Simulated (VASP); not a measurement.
**H: single point with PBE**

H:

```
H
1.0
     0.00000    1.14208    1.14208
     1.14208    0.00000    1.14208
     1.14208    1.14208    0.00000
H
1
Cartesian
  0.0000 0.0000 0.0000
```

```
Program                : VASP 6.6.1
Task                   : single point
Functional             : PBE
Potentials or basis    : VASP PAW PBE potentials, release 64 (H)
Cutoff                 : 500 eV
k mesh                 : 8 × 8 × 8
Occupations            : gaussian, width 0.1 eV
Spin                   : no spin polarisation
Dipole correction      : no
Further INCAR settings : ALGO = Normal; EDIFF = 1e-06; NBANDS = 6
```

```yaml
Pressure: -0.7 GPa
```

Levels at points of the mesh, in eV from the Fermi level:
```
           k point  band 1  band 2
(0.00, 0.00, 0.00)  -15.40   56.24
(0.50, 0.00, 0.00)    2.05   10.40
(0.50, 0.50, 0.00)    8.43   16.94
```

It took 1.7 s on 1 thread of Intel Xeon 8259CL (shared host), peak memory 0.1 GiB.

Caveat: the k points lie up to 0.60 Å⁻¹ apart.
